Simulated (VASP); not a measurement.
# Ru (P6_3/mmc) in VASP: further runs, part 2 of 2

VASP 6.6.1. Earlier steps stand in the parts before.

### Step 3. Electric field gradients, PBEsol (volume scaled by 0.97)

INCAR reads:

```
SYSTEM = Ru
  PREC = Accurate
  ENCUT = 520
  EDIFF = 1E-8
  ISMEAR = -1
  SIGMA = 0.03
  LREAL = .False.
  LASPH = .True.
  NELM = 80
  ALGO = Normal
  ISIF = 2
  LWAVE = .False.
  LCHARG = .False.
  GGA = PS
  LEFG = .True.
  NBANDS = 21
```

KPOINTS reads:

```
Automatic mesh
0
Gamma
  14 14 8
  0 0 0
```

POSCAR reads:

```
Ru
1.0
    2.6784661590      0.0000000000      0.0000000000
   -1.3392330795      2.3196197369      0.0000000000
    0.0000000000      0.0000000000      4.2386455276
Ru
2
Direct
    0.3333333333      0.6666666667      0.2500000000
    0.6666666667      0.3333333333      0.7500000000
```

Potentials or basis: VASP PAW PBE potentials, release 64 (Ru_pv).

Run with:

```sh
> cat potpaw_PBE.64/Ru_pv/POTCAR > POTCAR
> mpirun -np 1 vasp_std > vasp.out
```

OUTCAR:

```text
SYSTEM = Ru
   PREC = Accurate
   ENCUT = 520
   EDIFF = 1E-8
   ISMEAR = -1
   LREAL = .False.
   LASPH = .True.
   NELM = 80
   ISIF = 2
   GGA = PS

 ion  position               nearest neighbor table
   1  0.333  0.667  0.250-   2 2.62   2 2.62   2 2.62   2 2.62   2 2.62   2 2.62
   2  0.667  0.333  0.750-   1 2.62   1 2.62   1 2.62   1 2.62   1 2.62   1 2.62

  LATTYP: Found a hexagonal cell.
 ALAT       =     2.6784661590
 C/A-ratio  =     1.5824898565

  Lattice vectors:

 A1 = (   2.6784661590,   0.0000000000,   0.0000000000)
 A2 = (  -1.3392330795,   2.3196197369,   0.0000000000)
 A3 = (   0.0000000000,   0.0000000000,   4.2386455276)

Analysis of symmetry for initial positions (statically):
=====================================================================
 Subroutine PRICEL returns:
 Original cell was already a primitive cell.

 Routine SETGRP: Setting up the symmetry group for a
 hexagonal supercell.
[... 767 lines left out ...]
  volume of cell :       26.33
      direct lattice vectors                 reciprocal lattice vectors
     2.678466159  0.000000000  0.000000000     0.373348006  0.215552572  0.000000000
    -1.339233080  2.319619737  0.000000000     0.000000000  0.431105144  0.000000000
     0.000000000  0.000000000  4.238645528     0.000000000  0.000000000  0.235924423

 POSITION                                       TOTAL-FORCE (eV/Angst)
 -----------------------------------------------------------------------------------
     -0.00000      1.54641      1.05966        -0.000000      0.000000      0.000000
      1.33923      0.77321      3.17898         0.000000     -0.000000      0.000000
 -----------------------------------------------------------------------------------
    total drift:                               -0.000000      0.000000     -0.000000

  FREE ENERGIE OF THE ION-ELECTRON SYSTEM (eV)
  ---------------------------------------------------
  free  energy   TOTEN  =       -20.3346629235 eV

  energy  without entropy=      -20.3280981498  energy(sigma->0) =      -20.33138054

 Electric field gradients (V/A^2)
---------------------------------------------------------------------
 ion       V_xx      V_yy      V_zz      V_xy      V_xz      V_yz
---------------------------------------------------------------------
   1       7.100     7.101   -14.201     0.001     0.000    -0.000
   2       7.100     7.101   -14.201     0.001    -0.000     0.000
---------------------------------------------------------------------

 Electric field gradients after diagonalization (V/A^2)
 (convention: |V_zz| > |V_xx| > |V_yy|)
----------------------------------------------------------------------
 ion       V_xx      V_yy      V_zz     asymmetry (V_yy - V_xx)/ V_zz
----------------------------------------------------------------------
   1       7.102     7.100   -14.201       0.000
   2       7.102     7.100   -14.201       0.000
----------------------------------------------------------------------

           NMR quadrupolar parameters

 Cq : quadrupolar parameter    Cq=e*Q*V_zz/h
 eta: asymmetry parameters     (V_yy - V_xx)/ V_zz
 Q  : nuclear electric quadrupole moment in mb (millibarn)
----------------------------------------------------------------------
 ion       Cq(MHz)       eta       Q (mb)
----------------------------------------------------------------------
   1      -0.034       0.000       1.000
   2      -0.034       0.000       1.000
----------------------------------------------------------------------
```

OSZICAR:

```text
N       E                     dE             d eps       ncg     rms          rms(c)
DAV:   1     0.285403193688E+03    0.28540E+03   -0.17551E+04  5040   0.149E+03
DAV:   2    -0.158812285654E+02   -0.30128E+03   -0.29216E+03  5140   0.446E+02
DAV:   3    -0.218648200048E+02   -0.59836E+01   -0.59505E+01  5855   0.701E+01
DAV:   4    -0.219097686653E+02   -0.44949E-01   -0.44901E-01  6237   0.582E+00
DAV:   5    -0.219103600692E+02   -0.59140E-03   -0.58701E-03  5763   0.592E-01    0.207E+01
DAV:   6    -0.204381678389E+02    0.14722E+01   -0.32169E+00  5885   0.175E+01    0.558E+00
DAV:   7    -0.203460435950E+02    0.92124E-01   -0.64841E-01  5760   0.571E+00    0.960E-01
DAV:   8    -0.203367233567E+02    0.93202E-02   -0.15863E-02  5520   0.120E+00    0.535E-01
DAV:   9    -0.203346501376E+02    0.20732E-02   -0.20096E-03  5780   0.493E-01    0.333E-02
DAV:  10    -0.203346632735E+02   -0.13136E-04   -0.70145E-05  5680   0.873E-02    0.191E-02
DAV:  11    -0.203346628925E+02    0.38103E-06   -0.44563E-06  5680   0.204E-02    0.152E-03
DAV:  12    -0.203346629438E+02   -0.51250E-07   -0.35923E-07  5690   0.540E-03    0.147E-03
DAV:  13    -0.203346629236E+02    0.20201E-07   -0.10887E-08  3700   0.113E-03    0.136E-04
DAV:  14    -0.203346629235E+02    0.71850E-10   -0.38523E-10  2930   0.211E-04
   1 F= -.20334663E+02 E0= -.20331381E+02  d E =-.656477E-02
```

Run time: 26 s. Hardware: 1 thread of AMD EPYC 9R45 (Zen 5), shared host; peak memory 0.14 GiB.

Results:

* Free energy: -20.3347 eV
* Pressure: 4.1 GPa
* Band gap on the k mesh: zero (band 14 reaches 14.99 eV, above the bottom of band 15 at 11.69 eV)

Electric field gradients, principal values (V/Å²):
| atom | least | middle | greatest (by size) |
| --- | --- | --- | --- |
| 1 Ru | 7.100 | 7.102 | -14.201 |
| 2 Ru | 7.100 | 7.102 | -14.201 |

Caveat: the cell differs from its parent crystal (volume scaled by 0.97); without QUAD_EFG the Cq values of the log hold for a quadrupole moment of 1 mb, not for the nuclei; the PAW data sets were made with another functional, which shifts forces and pressure a little.

### Step 4. Electric field gradients, PBEsol

This run uses another cell than the first one, of 13.57 Å³/atom, 1.063 times its volume.

INCAR reads:

```
SYSTEM = Ru
PREC = Accurate ; ENCUT = 520
EDIFF = 1E-8 ; ISMEAR = -1
SIGMA = 0.03 ; LREAL = .False.
LASPH = .True. ; NELM = 60
ALGO = Normal ; ISIF = 2
LWAVE = .False. ; LCHARG = .False.
GGA = PS ; LEFG = .True.
NBANDS = 21
```

KPOINTS reads:

```
regular mesh
0
Gamma
  14 14 8
  0 0 0
```

POSCAR reads:

```
Ru
1.0
    2.7057993342      0.0000000000      0.0000000000
   -1.3528996671      2.3432909610      0.0000000000
    0.0000000000      0.0000000000      4.2819000000
Ru
2
Direct
    0.3333333333      0.6666666667      0.2500000000
    0.6666666667      0.3333333333      0.7500000000
```

Potentials or basis: VASP PAW PBE potentials, release 64 (Ru_pv).

Run with:

```sh
> cat potpaw_PBE.64/Ru_pv/POTCAR > POTCAR
> mpirun -np 1 vasp_std > vasp.out
```

OUTCAR:

```text
SYSTEM = Ru
   PREC = Accurate
   ENCUT = 520
   EDIFF = 1E-8
   ISMEAR = -1
   LREAL = .False.
   LASPH = .True.
   NELM = 60
   ISIF = 2
   GGA = PS

 ion  position               nearest neighbor table
   1  0.333  0.667  0.250-   2 2.65   2 2.65   2 2.65   2 2.65   2 2.65   2 2.65
   2  0.667  0.333  0.750-   1 2.65   1 2.65   1 2.65   1 2.65   1 2.65   1 2.65

  LATTYP: Found a hexagonal cell.
 ALAT       =     2.7057993342
 C/A-ratio  =     1.5824898565

  Lattice vectors:

 A1 = (   2.7057993342,   0.0000000000,   0.0000000000)
 A2 = (  -1.3528996671,   2.3432909610,   0.0000000000)
 A3 = (   0.0000000000,   0.0000000000,   4.2819000000)

Analysis of symmetry for initial positions (statically):
=====================================================================
 Subroutine PRICEL returns:
 Original cell was already a primitive cell.

 Routine SETGRP: Setting up the symmetry group for a
 hexagonal supercell.
[... 767 lines left out ...]
  volume of cell :       27.15
      direct lattice vectors                 reciprocal lattice vectors
     2.705799334  0.000000000  0.000000000     0.369576556  0.213375124  0.000000000
    -1.352899667  2.343290961  0.000000000     0.000000000  0.426750249  0.000000000
     0.000000000  0.000000000  4.281900000     0.000000000  0.000000000  0.233541185

 POSITION                                       TOTAL-FORCE (eV/Angst)
 -----------------------------------------------------------------------------------
     -0.00000      1.56219      1.07048         0.000000     -0.000000      0.000000
      1.35290      0.78110      3.21143         0.000000      0.000000      0.000000
 -----------------------------------------------------------------------------------
    total drift:                               -0.000000      0.000000     -0.000000

  FREE ENERGIE OF THE ION-ELECTRON SYSTEM (eV)
  ---------------------------------------------------
  free  energy   TOTEN  =       -20.3288930633 eV

  energy  without entropy=      -20.3220177384  energy(sigma->0) =      -20.32545540

 Electric field gradients (V/A^2)
---------------------------------------------------------------------
 ion       V_xx      V_yy      V_zz      V_xy      V_xz      V_yz
---------------------------------------------------------------------
   1       6.662     6.664   -13.326     0.002     0.000    -0.000
   2       6.662     6.664   -13.326     0.002    -0.000     0.000
---------------------------------------------------------------------

 Electric field gradients after diagonalization (V/A^2)
 (convention: |V_zz| > |V_xx| > |V_yy|)
----------------------------------------------------------------------
 ion       V_xx      V_yy      V_zz     asymmetry (V_yy - V_xx)/ V_zz
----------------------------------------------------------------------
   1       6.665     6.661   -13.326       0.000
   2       6.665     6.661   -13.326       0.000
----------------------------------------------------------------------

           NMR quadrupolar parameters

 Cq : quadrupolar parameter    Cq=e*Q*V_zz/h
 eta: asymmetry parameters     (V_yy - V_xx)/ V_zz
 Q  : nuclear electric quadrupole moment in mb (millibarn)
----------------------------------------------------------------------
 ion       Cq(MHz)       eta       Q (mb)
----------------------------------------------------------------------
   1      -0.032       0.000       1.000
   2      -0.032       0.000       1.000
----------------------------------------------------------------------
```

stdout:

```text
POSCAR found type information on POSCAR Ru
 POSCAR found :  1 types and       2 ions
 scaLAPACK will be used
 -----------------------------------------------------------------------------
|                                                                             |
|                                                                             |
|     You enforced a specific xc type in the INCAR file but a different       |
|     I HOPE YOU KNOW WHAT YOU ARE DOING!                                     |
|                                                                             |
 -----------------------------------------------------------------------------

 LDA part: xc-table for (Slater+PW92), standard interpolation
 POSCAR, INCAR and KPOINTS ok, starting setup
 FFT: planning ... GRIDC
 FFT: planning ... GRID_SOFT
 FFT: planning ... GRID
 WAVECAR not read
 entering main loop
ion   1

ion   2
```

Wall time 27 s (1 thread of AMD EPYC 9R45 (Zen 5), shared host); peak memory 0.14 GiB.

What came out:

| Property | Result |
| --- | --- |
| Free energy | -20.3289 eV |
| Pressure | -6.3 GPa |
| Band gap on the k mesh | zero (band 14 reaches 14.34 eV, above the bottom of band 15 at 11.19 eV) |

Electric field gradients, principal values (V/Å²):
| atom | least | middle | greatest (by size) |
| --- | --- | --- | --- |
| 1 Ru | 6.661 | 6.665 | -13.326 |
| 2 Ru | 6.661 | 6.665 | -13.326 |

Caveat: without QUAD_EFG the Cq values of the log hold for a quadrupole moment of 1 mb, not for the nuclei; the PAW data sets were made with another functional, which shifts forces and pressure a little.

### Step 5. Electric field gradients, PBEsol (volume scaled by 1.03)

INCAR: that of step 4 with these lines changed.

```diff
@@ -4,3 +4,3 @@
 SIGMA = 0.03 ; LREAL = .False.
-LASPH = .True. ; NELM = 60
+LASPH = .True. ; NELM = 80
 ALGO = Normal ; ISIF = 2
```

KPOINTS reads:

```
Automatic mesh
0
Gamma
  14 14 8
  0 0 0
```

POSCAR reads:

```
Ru
1.0
    2.7325911690      0.0000000000      0.0000000000
   -1.3662955845      2.3664933706      0.0000000000
    0.0000000000      0.0000000000      4.3242978068
Ru
2
Direct
    0.3333333333      0.6666666667      0.2500000000
    0.6666666667      0.3333333333      0.7500000000
```

Potentials or basis: VASP PAW PBE potentials, release 64 (Ru_pv).

Run with:

```sh
> cat potpaw_PBE.64/Ru_pv/POTCAR > POTCAR
> mpirun -np 1 vasp_std > vasp.out
```

OUTCAR:

```text
SYSTEM = Ru
   PREC = Accurate
   ENCUT = 520
   EDIFF = 1E-8
   ISMEAR = -1
   LREAL = .False.
   LASPH = .True.
   NELM = 80
   ISIF = 2
   GGA = PS

 ion  position               nearest neighbor table
   1  0.333  0.667  0.250-   2 2.68   2 2.68   2 2.68   2 2.68   2 2.68   2 2.68
   2  0.667  0.333  0.750-   1 2.68   1 2.68   1 2.68   1 2.68   1 2.68   1 2.68

  LATTYP: Found a hexagonal cell.
 ALAT       =     2.7325911690
 C/A-ratio  =     1.5824898565

  Lattice vectors:

 A1 = (   2.7325911690,   0.0000000000,   0.0000000000)
 A2 = (  -1.3662955845,   2.3664933706,   0.0000000000)
 A3 = (   0.0000000000,   0.0000000000,   4.3242978068)

Analysis of symmetry for initial positions (statically):
=====================================================================
 Subroutine PRICEL returns:
 Original cell was already a primitive cell.

 Routine SETGRP: Setting up the symmetry group for a
 hexagonal supercell.
[... 766 lines left out ...]
  volume of cell :       27.96
      direct lattice vectors                 reciprocal lattice vectors
     2.732591169  0.000000000  0.000000000     0.365953023  0.211283077  0.000000000
    -1.366295584  2.366493371  0.000000000     0.000000000  0.422566153  0.000000000
     0.000000000  0.000000000  4.324297807     0.000000000  0.000000000  0.231251418

 POSITION                                       TOTAL-FORCE (eV/Angst)
 -----------------------------------------------------------------------------------
     -0.00000      1.57766      1.08107         0.000000      0.000000      0.000000
      1.36630      0.78883      3.24322        -0.000000      0.000000      0.000000
 -----------------------------------------------------------------------------------
    total drift:                               -0.000000      0.000000     -0.000000

  FREE ENERGIE OF THE ION-ELECTRON SYSTEM (eV)
  ---------------------------------------------------
  free  energy   TOTEN  =       -20.2744583705 eV

  energy  without entropy=      -20.2673077076  energy(sigma->0) =      -20.27088304

 Electric field gradients (V/A^2)
---------------------------------------------------------------------
 ion       V_xx      V_yy      V_zz      V_xy      V_xz      V_yz
---------------------------------------------------------------------
   1       6.259     6.262   -12.521     0.002     0.000    -0.000
   2       6.259     6.262   -12.521     0.002    -0.000     0.000
---------------------------------------------------------------------

 Electric field gradients after diagonalization (V/A^2)
 (convention: |V_zz| > |V_xx| > |V_yy|)
----------------------------------------------------------------------
 ion       V_xx      V_yy      V_zz     asymmetry (V_yy - V_xx)/ V_zz
----------------------------------------------------------------------
   1       6.263     6.258   -12.521       0.000
   2       6.263     6.258   -12.521       0.000
----------------------------------------------------------------------

           NMR quadrupolar parameters

 Cq : quadrupolar parameter    Cq=e*Q*V_zz/h
 eta: asymmetry parameters     (V_yy - V_xx)/ V_zz
 Q  : nuclear electric quadrupole moment in mb (millibarn)
----------------------------------------------------------------------
 ion       Cq(MHz)       eta       Q (mb)
----------------------------------------------------------------------
   1      -0.030       0.000       1.000
   2      -0.030       0.000       1.000
----------------------------------------------------------------------
```

OSZICAR:

```text
N       E                     dE             d eps       ncg     rms          rms(c)
DAV:   1     0.287578303740E+03    0.28758E+03   -0.17558E+04  5064   0.147E+03
DAV:   2    -0.160337520838E+02   -0.30361E+03   -0.29424E+03  5155   0.443E+02
DAV:   3    -0.218872875707E+02   -0.58535E+01   -0.58199E+01  5930   0.690E+01
DAV:   4    -0.219316214349E+02   -0.44334E-01   -0.44289E-01  6425   0.570E+00
DAV:   5    -0.219321042462E+02   -0.48281E-03   -0.47948E-03  5783   0.512E-01    0.181E+01
DAV:   6    -0.203590926096E+02    0.15730E+01   -0.36080E+00  5940   0.184E+01    0.416E+00
DAV:   7    -0.202850173545E+02    0.74075E-01   -0.60162E-01  5705   0.519E+00    0.806E-01
DAV:   8    -0.202763812138E+02    0.86361E-02   -0.17407E-02  5575   0.117E+00    0.436E-01
DAV:   9    -0.202744472552E+02    0.19340E-02   -0.17829E-03  5690   0.455E-01    0.355E-02
DAV:  10    -0.202744586627E+02   -0.11408E-04   -0.87602E-05  5740   0.940E-02    0.198E-02
DAV:  11    -0.202744583460E+02    0.31677E-06   -0.60498E-06  5715   0.229E-02    0.150E-03
DAV:  12    -0.202744583694E+02   -0.23400E-07   -0.34688E-07  5750   0.518E-03    0.114E-03
DAV:  13    -0.202744583705E+02   -0.11364E-08   -0.81544E-09  3755   0.948E-04
   1 F= -.20274458E+02 E0= -.20270883E+02  d E =-.715066E-02
```

stdout:

```text
POSCAR found type information on POSCAR Ru
 POSCAR found :  1 types and       2 ions
 scaLAPACK will be used
 -----------------------------------------------------------------------------
|                                                                             |
|                                                                             |
|     You enforced a specific xc type in the INCAR file but a different       |
|     I HOPE YOU KNOW WHAT YOU ARE DOING!                                     |
|                                                                             |
 -----------------------------------------------------------------------------

 LDA part: xc-table for (Slater+PW92), standard interpolation
 POSCAR, INCAR and KPOINTS ok, starting setup
 FFT: planning ... GRIDC
 FFT: planning ... GRID_SOFT
 FFT: planning ... GRID
 WAVECAR not read
 entering main loop
ion   1

ion   2
```

Wall time 26 s (1 thread of AMD EPYC 9R45 (Zen 5), shared host); peak memory 0.15 GiB.

What came out:

```
Free energy            : -20.2745 eV
Pressure               : -15.1 GPa
Band gap on the k mesh : zero (band 14 reaches 13.73 eV, above the bottom of band 15 at 10.72 eV)
```

Stress tensor (GPa, compression positive):
```
-14.26   0.00   0.00
  0.00 -14.26   0.00
  0.00   0.00 -16.72
```

Electric field gradients, principal values (V/Å²):
| atom | least | middle | greatest (by size) |
| --- | --- | --- | --- |
| 1 Ru | 6.258 | 6.263 | -12.521 |
| 2 Ru | 6.258 | 6.263 | -12.521 |

Caveat: the cell differs from its parent crystal (volume scaled by 1.03); without QUAD_EFG the Cq values of the log hold for a quadrupole moment of 1 mb, not for the nuclei; the PAW data sets were made with another functional, which shifts forces and pressure a little.

### Step 6. Summary

| cell | gap on the mesh (eV) | pressure (GPa) |
| --- | --- | --- |
| a = 2.651, b = 2.651, c = 4.195 Å, angles 90.0, 90.0, 120.0°, 2 atoms | none | 16.4 |
| a = 2.678, b = 2.678, c = 4.239 Å, angles 90.0, 90.0, 120.0°, 2 atoms | none | 4.1 |
| a = 2.706, b = 2.706, c = 4.282 Å, angles 90.0, 90.0, 120.0°, 2 atoms | none | -6.3 |
| a = 2.733, b = 2.733, c = 4.324 Å, angles 90.0, 90.0, 120.0°, 2 atoms | none | -15.1 |

Alike in all rows: task electric field gradients; level PBEsol; potentials or basis VASP PAW PBE potentials, release 64 (Ru_pv); no spin polarisation; k mesh 14 × 14 × 8; cutoff (eV) 520; smearing fermi-dirac 0.03 eV.

Caveats: the PAW data sets were made with another functional, which shifts forces and pressure a little.

Absolute energies hang on the potentials; compare differences alone.
